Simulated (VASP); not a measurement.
# PbO2 (P4_2/mnm) in VASP: notebook

The runs below take PbO2 through single point, with LDA, PBEsol.

All numbers are computed with VASP 6.6.1; they aren't measurements. Logs are shortened: lines on timing, memory, paths and dates and some standing lists are left out, and cuts for length are marked.

### 1 The cell of the first run

The structure is tetragonal, space group P4_2/mnm (No. 136). The conventional cell has a = 4.935 Å, b = 4.935 Å, c = 3.392 Å, α = 90.00°, β = 90.00°, γ = 90.00°. Within 2.8 Å of Pb (site symmetry mmm) lie 6 O at 2.15 to 2.16 Å. O (site symmetry m2m) has 3 Pb at 2.15 to 2.16 Å and 1 O at 2.69 Å within 2.8 Å.

### 2 Single point, LDA

INCAR reads:

```
PREC = Accurate ; ENCUT = 520
EDIFF = 1E-6 ; ISMEAR = -1
SIGMA = 0.02 ; LREAL = False
LASPH = True ; NELM = 60
ALGO = Normal ; ISIF = 2
LWAVE = False ; LCHARG = True
LELF = True ; LVHAR = True
NBANDS = 35
```

KPOINTS reads:

```
Automatic mesh
0
Gamma
  4 4 6
```

POSCAR reads:

```
PbO2
1.0
    4.9354075627      0.0000000000      0.0000000000
    0.0000000000      4.9354075627      0.0000000000
    0.0000000000      0.0000000000      3.3916992334
Pb O
2 4
Direct
    0.0000000000      0.0000000000      0.0000000000
    0.5000000000      0.5000000000      0.5000000000
    0.3073639737      0.3073639737      0.0000000000
    0.1926360263      0.8073639737      0.5000000000
    0.8073639737      0.1926360263      0.5000000000
    0.6926360263      0.6926360263      0.0000000000
```

Potentials or basis: VASP PAW LDA potentials, release 64 (Pb_d, O).

Run with:

```
cat potpaw_LDA.64/Pb_d/POTCAR potpaw_LDA.64/O/POTCAR > POTCAR
mpirun -np 1 vasp_std > vasp.out
```

OUTCAR:

```text
PREC = Accurate
   ENCUT = 520
   EDIFF = 1E-6
   ISMEAR = -1
   LREAL = False
   LASPH = True
   NELM = 60
   ISIF = 2

 ion  position               nearest neighbor table
   1  0.000  0.000  0.000-   3 2.15   6 2.15   5 2.16   4 2.16   4 2.16   5 2.16   2 3.88   2 3.88
                             2 3.88   2 3.88   2 3.88   2 3.88   2 3.88   2 3.88
   2  0.500  0.500  0.500-   4 2.15   5 2.15   3 2.16   6 2.16   3 2.16   6 2.16   1 3.88   1 3.88
                             1 3.88   1 3.88   1 3.88   1 3.88   1 3.88   1 3.88
   3  0.307  0.307  0.000-   1 2.15   2 2.16   2 2.16
   4  0.193  0.807  0.500-   2 2.15   1 2.16   1 2.16
   5  0.807  0.193  0.500-   2 2.15   1 2.16   1 2.16
   6  0.693  0.693  0.000-   1 2.15   2 2.16   2 2.16

  LATTYP: Found a simple tetragonal cell.
 ALAT       =     4.9354075627
 C/A-ratio  =     0.6872176594

  Lattice vectors:

 A1 = (   4.9354075627,   0.0000000000,   0.0000000000)
 A2 = (   0.0000000000,   4.9354075627,   0.0000000000)
 A3 = (   0.0000000000,   0.0000000000,   3.3916992334)

Analysis of symmetry for initial positions (statically):
=====================================================================
 Subroutine PRICEL returns:
 Original cell was already a primitive cell.

 Routine SETGRP: Setting up the symmetry group for a
 simple tetragonal supercell.

 Subroutine GETGRP returns: Found 16 space group operations
 (whereof  8 operations were pure point group operations)
 out of a pool of 16 trial point group operations.

The static configuration has the point symmetry D_2h.
 The point group associated with its full space group is D_4h.

Analysis of symmetry for dynamics (positions and initial velocities):
=====================================================================
 Subroutine PRICEL returns:
 Original cell was already a primitive cell.

 Routine SETGRP: Setting up the symmetry group for a
 simple tetragonal supercell.

 Subroutine GETGRP returns: Found 16 space group operations
 (whereof  8 operations were pure point group operations)
 out of a pool of 16 trial point group operations.

The dynamic configuration has the point symmetry D_2h.
 The point group associated with its full space group is D_4h.

 Subroutine INISYM returns: Found 16 space group operations
 (whereof  8 operations are pure point group operations),
 and found     1 'primitive' translations

----------------------------------------------------------------------------------------

                                     Primitive cell

  volume of cell :      82.6159

  direct lattice vectors                    reciprocal lattice vectors
     4.935407563  0.000000000  0.000000000     0.202617512  0.000000000  0.000000000
     0.000000000  4.935407563  0.000000000     0.000000000  0.202617512  0.000000000
     0.000000000  0.000000000  3.391699233     0.000000000  0.000000000  0.294837464

  length of vectors
     4.935407563  4.935407563  3.391699233     0.202617512  0.202617512  0.294837464

  position of ions in fractional coordinates (direct lattice)
     0.000000000  0.000000000  0.000000000
     0.500000000  0.500000000  0.500000000
     0.307363974  0.307363974  0.000000000
     0.192636026  0.807363974  0.500000000
     0.807363974  0.192636026  0.500000000
     0.692636026  0.692636026  0.000000000

  ion indices of the primitive-cell ions
   primitive index   ion index
                 1           1
                 2           2
                 3           3
                 4           4
                 5           5
                 6           6

----------------------------------------------------------------------------------------

 KPOINTS: Automatic mesh

Automatic generation of k-mesh.
 Grid dimensions read from file:
 generate k-points for:    4    4    6

 Generating k-lattice:

  Cartesian coordinates                     Fractional coordinates (reciprocal lattice)
     0.050654378  0.000000000  0.000000000     0.250000000  0.000000000  0.000000000
     0.000000000  0.050654378  0.000000000     0.000000000  0.250000000  0.000000000
     0.000000000  0.000000000  0.049139577     0.000000000  0.000000000  0.166666667

  Length of vectors
     0.050654378  0.050654378  0.049139577

  Shift w.r.t. Gamma in fractional coordinates (k-lattice)
     0.000000000  0.000000000  0.000000000

 Subroutine IBZKPT returns following result:
 ===========================================

 Found     24 irreducible k-points:

 Following reciprocal coordinates:
            Coordinates               Weight
  0.000000  0.000000  0.000000      1.000000
  0.250000  0.000000  0.000000      4.000000
  0.500000  0.000000  0.000000      2.000000
  0.250000  0.250000  0.000000      4.000000
  0.500000  0.250000  0.000000      4.000000
  0.500000  0.500000  0.000000      1.000000
[... 16 lines left out ...]
  0.500000  0.250000  0.500000      4.000000
  0.500000  0.500000  0.500000      1.000000
   k-points           NKPTS =     24   k-points in BZ     NKDIM =     24   number of bands    NBANDS=     35
   number of dos      NEDOS =    301   number of ions     NIONS =      6
   total plane-waves  NPLWV =  44800
   dimension x,y,z NGX =    40 NGY =   40 NGZ =   28
   dimension x,y,z NGXF=    80 NGYF=   80 NGZF=   56
   ions per type =               2   4
   NGX,Y,Z   is equivalent  to a cutoff of  13.47, 13.47, 13.72 a.u.
   NGXF,Y,Z  is equivalent  to a cutoff of  26.95, 26.95, 27.45 a.u.
 SYSTEM =  unknown system
   PREC   = accura    normal or accurate (medium, high low for compatibility)
   ISTART =      0    job   : 0-new  1-cont  2-samecut
   ICHARG =      2    charge: 1-file 2-atom 10-const
   ISPIN  =      1    spin polarized calculation?
   LNONCOLLINEAR =      F non collinear calculations
   LSORBIT =      F    spin-orbit coupling
   LASPH  =      T    aspherical Exc in radial PAW
   ENCUT  =  520.0 eV  38.22 Ry    6.18 a.u.   9.18  9.18  6.31*2*pi/ulx,y,z
   NELM   =     60;   NELMIN=  2; NELMDL= -5     # of ELM steps
   EDIFF  = 0.1E-05   stopping-criterion for ELM
   LREAL  =      F    real-space projection
   EDIFFG = 0.1E-04   stopping-criterion for IOM
   NSW    =      0    number of steps for IOM
   IBRION =     -1    ionic relax: 0-MD 1-quasi-New 2-CG
   NFREE  =      0    steps in history (QN), initial steepest desc. (CG)
   ISIF   =      2    stress and relaxation
   ISYM   =      2    0-nonsym 1-usesym 2-fastsym
   POTIM  = 0.5000    time-step for ionic-motion
   TEBEG  =    0.0;   TEEND  =   0.0 temperature during run
   PSTRESS=    0.0 pullay stress
   NELECT =      52.0000    total number of electrons
   NUPDOWN=      -1.0000    fix difference up-down
   EMIN   =  10.00;   EMAX   =-10.00  energy-range for DOS
   EFERMI =   0.00;   METHOD = LEGACY
   ISMEAR =    -1;   SIGMA  =   0.02  broadening in eV -4-tet -1-fermi 0-gaus
   EFERMI_NEDOS =   21; number of points for ismear=-14 and -15
   IALGO  =     38    algorithm
   IMIX   =      4    mixing-type and parameters
     AMIX     =   0.40;   BMIX     =  1.00
     AMIX_MAG =   1.60;   BMIX_MAG =  1.00
  volume/ion in A,a.u.               =      13.77        92.92
  Fermi-wavevector in a.u.,A,eV,Ry     =   1.402991  2.651268 26.781479  1.968383
  Thomas-Fermi vector in A             =   2.525697
   LORBIT       =      0    0 simple, 1 ext, 2 COOP (PROOUT), +10 PAW based schemes
   GGA     = CA    functional components
   LHFCALC =     F    Hartree Fock is set to
   AEXX    =    0.0000 exact exchange contribution
   IVDW    =     0    specifies the selected vdW correction
   LEPSILON=     F    determine dielectric tensor
   LRPA    =     F    only Hartree local field effects (RPA)
 non-spin polarized calculation
  energy-cutoff  :      520.00
  volume of cell :       82.62
 maximum number of plane-waves:      2249
 NGX is ok and might be reduce to    40
   NGX = 19   NGY = 19   NGZ = 13

 number of electron      52.0000009 magnetization

 Free energy of the ion-electron system (eV)
  ---------------------------------------------------
  ext. energy  EPLUGINS =         0.00000000
  ---------------------------------------------------
  free energy    TOTEN  =       -36.65883078 eV

  energy without entropy =      -36.65876135  energy(sigma->0) =      -36.65879607

 E-fermi :   4.2303     XC(G=0): -11.3083

 val. band max:        4.1243878567   @ k =   0.0000   0.0000   0.1667
 cond. band min:       4.3160815048   @ k =   0.0000   0.0000   0.0000
 fundamental gap:      0.1916936481
 Fermi energy:         4.2303150025

 k-point     1 :       0.0000    0.0000    0.0000
  band No.  band energies     occupation
      1     -14.0077      2.00000
      2     -13.8844      2.00000
      3     -12.0400      2.00000
      4     -12.0400      2.00000
      5     -11.3129      2.00000
      6     -11.0770      2.00000
[... 27 lines left out ...]
     34      15.3685      0.00000
     35      15.9321      0.00000

 k-point     2 :       0.2500    0.0000    0.0000
  band No.  band energies     occupation
      1     -13.8372      2.00000
      2     -13.7763      2.00000
      3     -12.5872      2.00000
      4     -12.4137      2.00000
      5     -11.0374      2.00000
      6     -11.0368      2.00000
[... 27 lines left out ...]
     34      15.9393      0.00000
     35      15.9404      0.00000

 k-point     3 :       0.5000    0.0000    0.0000
  band No.  band energies     occupation
      1     -13.5804      2.00000
      2     -13.5804      2.00000
      3     -12.9206      2.00000
      4     -12.9206      2.00000
      5     -11.0278      2.00000
      6     -11.0278      2.00000
[... 27 lines left out ...]
     34      15.9286      0.00000
     35      16.2217      0.00000

 k-point     4 :       0.2500    0.2500    0.0000
  band No.  band energies     occupation
      1     -13.9170      2.00000
      2     -13.5815      2.00000
      3     -12.9320      2.00000
      4     -12.0869      2.00000
      5     -11.1030      2.00000
      6     -11.0488      2.00000
[... 27 lines left out ...]
     34      15.6137      0.00000
     35      15.9133      0.00000

 k-point     5 :       0.5000    0.2500    0.0000
  band No.  band energies     occupation
      1     -13.7729      2.00000
      2     -13.7729      2.00000
      3     -12.5310      2.00000
      4     -12.5310      2.00000
      5     -11.0402      2.00000
      6     -11.0402      2.00000
[... 638 lines left out ...]
 k-point    22 :       0.2500    0.2500    0.5000
  band No.  band energies     occupation
      1     -13.7502      2.00000
      2     -13.4227      2.00000
      3     -13.1099      2.00000
      4     -12.4057      2.00000
      5     -11.0635      2.00000
      6     -10.8747      2.00000
[... 27 lines left out ...]
     34      15.2312      0.00000
     35      16.2017      0.00000

 k-point    23 :       0.5000    0.2500    0.5000
  band No.  band energies     occupation
      1     -13.6428      2.00000
      2     -13.6428      2.00000
      3     -12.7361      2.00000
      4     -12.7361      2.00000
      5     -10.8664      2.00000
      6     -10.8664      2.00000
[... 27 lines left out ...]
     34      14.7251      0.00000
     35      16.7487      0.00000

 k-point    24 :       0.5000    0.5000    0.5000
  band No.  band energies     occupation
      1     -13.4423      2.00000
      2     -13.4423      2.00000
      3     -13.0930      2.00000
      4     -13.0930      2.00000
      5     -10.8379      2.00000
      6     -10.8379      2.00000
[... 27 lines left out ...]
     34      14.0789      0.00000
     35      17.4019      0.00000

------------------------ aborting loop because EDIFF is reached ----------------------------------------

  FORCE on cell =-STRESS in cart. coord.  units (eV):
  Direction    XX          YY          ZZ          XY          YZ          ZX
  --------------------------------------------------------------------------------------
  -------------------------------------------------------------------------------------
  Total        0.1996239      0.1996239      0.3325783      0.0000000      0.0000000      0.0000000
  in kB        3.8713258      3.8713258      6.4497242      0.0000000      0.0000000      0.0000000
  external PRESSURE =       4.7307920 kB  Pullay stress =       0.0000000 kB

 VOLUME and BASIS-vectors are now :
 -----------------------------------------------------------------------------
  energy-cutoff  :      520.00
  volume of cell :       82.62
      direct lattice vectors                 reciprocal lattice vectors
     4.935407563  0.000000000  0.000000000     0.202617512  0.000000000  0.000000000
     0.000000000  4.935407563  0.000000000     0.000000000  0.202617512  0.000000000
     0.000000000  0.000000000  3.391699233     0.000000000  0.000000000  0.294837464

 POSITION                                       TOTAL-FORCE (eV/Angst)
 -----------------------------------------------------------------------------------
      0.00000      0.00000      0.00000         0.000000     -0.000000     -0.000000
      2.46770      2.46770      1.69585         0.000000     -0.000000     -0.000000
      1.51697      1.51697      0.00000        -0.008670     -0.008670      0.000000
      0.95074      3.98467      1.69585         0.008670     -0.008670      0.000000
      3.98467      0.95074      1.69585        -0.008670      0.008670     -0.000000
      3.41844      3.41844      0.00000         0.008670      0.008670     -0.000000
 -----------------------------------------------------------------------------------
    total drift:                                0.000000     -0.000000     -0.000000

  FREE ENERGIE OF THE ION-ELECTRON SYSTEM (eV)
  ---------------------------------------------------
  free  energy   TOTEN  =       -36.6588307814 eV

  energy  without entropy=      -36.6587613544  energy(sigma->0) =      -36.65879607
```

Wall time 42 s (1 thread of AMD EPYC 9R45 (Zen 5), shared host); peak memory 0.17 GiB.

Results:

* Free energy: -36.6588 eV
* Pressure: 0.5 GPa
* Largest force: 0.012 eV/Å
* Band gap on the k mesh: 0.19 eV (least direct gap 0.69 eV)

Forces on the atoms (eV/Å):
```
Pb   0.000  0.000  0.000
Pb   0.000  0.000  0.000
O   -0.009 -0.009  0.000
O    0.009 -0.009  0.000
O   -0.009  0.009  0.000
O    0.009  0.009  0.000
```

Caveat: the structure was generated, so it needn't be the stable form of PbO2; spin-orbit coupling is left out, which moves the levels of the heavy elements.

(Continued in part 2 of 2.)
